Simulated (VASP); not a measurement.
BP4:

```
B P
1.0
     4.08318    0.00000    0.00000
    -2.04159    3.53613    0.00000
     0.00000    0.00000    5.88138
B P
1 4
Cartesian
  0.0000 0.0000 2.9407
  2.0416 0.0000 2.9407
  -1.0208 1.7681 2.9407
  1.0208 1.7681 2.9407
  0.0000 0.0000 0.0000
```

The cell was generated, and may not be a known phase.

- Program: VASP 6.6.1
- Task: relaxation of cell and atoms
- Functional: PBE
- Potentials or basis: VASP PAW PBE potentials, release 64 (B, P)
- Cutoff: 600 eV
- k mesh: 6 × 6 × 4
- Occupations: gaussian, width 0.1 eV
- Spin: no spin polarisation

At the start: pressure 22.7 GPa; volume 16.98 Å³/atom.

**Question.** Where does the relaxation end?

**Answer.** Over 16 steps the energy falls by 1069.9 meV/atom and the volume is 15.85 Å³/atom (-6.7 %); space group P6/mmm (No. 191, to 0.1 Å) before and after.

Step by step:
```
step  energy change (eV)  largest force (eV/Å)  pressure (GPa)  volume (Å³)
   1              0.0000                0.0000           22.73        84.92
   2             -2.7357                0.0000           -7.51       116.25
   3             -2.7927                0.0000           -4.57       109.89
   4             -2.7957                0.0000           -4.93       110.66
   5             -3.5573                0.0000           -5.65       103.19
   6             -4.7157                0.0000           -5.62        91.95
   7             -3.7150                0.0000           24.76        67.71
   8             -5.0852                0.0000           -3.99        86.57
   9             -5.2213                0.0000           -1.66        81.68
  10             -5.2364                0.0000            5.78        74.79
  11             -5.2756                0.0000           -0.64        80.00
  12             -5.3334                0.0000            2.12        77.41
  13             -5.3278                0.0000           -0.70        80.00
  14             -5.3470                0.0000            0.75        78.60
  15             -5.3485                0.0000           -0.43        79.68
  16             -5.3494                0.0000            0.02        79.26
```

Final structure:
```xyz
5
Lattice="4.9584 0.0000 0.0000 -2.4792 4.2941 0.0000 0.0000 0.0000 3.7226" Properties=species:S:1:pos:R:3 pbc="T T T"
B     0.0000    0.0000    1.8613
P     2.4792    0.0000    1.8613
P    -1.2396    2.1470    1.8613
P     1.2396    2.1470    1.8613
P     0.0000    0.0000    0.0000
```

Caveat: a cell axis changed by over 15 % at a fixed basis, so the end point is rough.
